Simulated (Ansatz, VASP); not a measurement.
## B: VASP beside Ansatz

```
B
1.0
    -4.20549    4.39314    0.81938
     4.39314   -4.20549    0.81938
     2.07851    2.07851   -0.47569
B
2
Direct
  0.08596 0.91404 0.00000
  0.66404 0.33596 0.50000
```

Alike in both runs: task single point; functional RPBE; k mesh 22 × 22 × 12; occupations fermi-dirac, width 0.1 eV; no spin polarisation.

|  | VASP | Ansatz |
| --- | --- | --- |
| version | VASP 6.6.1 | Ansatz 0.2.0 |
| potentials or method | VASP PAW PBE potentials, release 64 (B), cutoff 520 eV | plane waves (420 eV) with PAW, scalar-relativistic |
| valence electrons in the cell | 6 | 6 |

|  | VASP | Ansatz | Ansatz less VASP |
| --- | --- | --- | --- |
| pressure (GPa) | -7.6 | -7.5 | +0.07 |
| traceless stress, the component that is largest in VASP (GPa) | -7.23 | -7.28 | -0.048 |

VASP's potentials were made for PBE, not for RPBE. With one functional, cell and mesh, what is left measures potentials, basis and numerics.
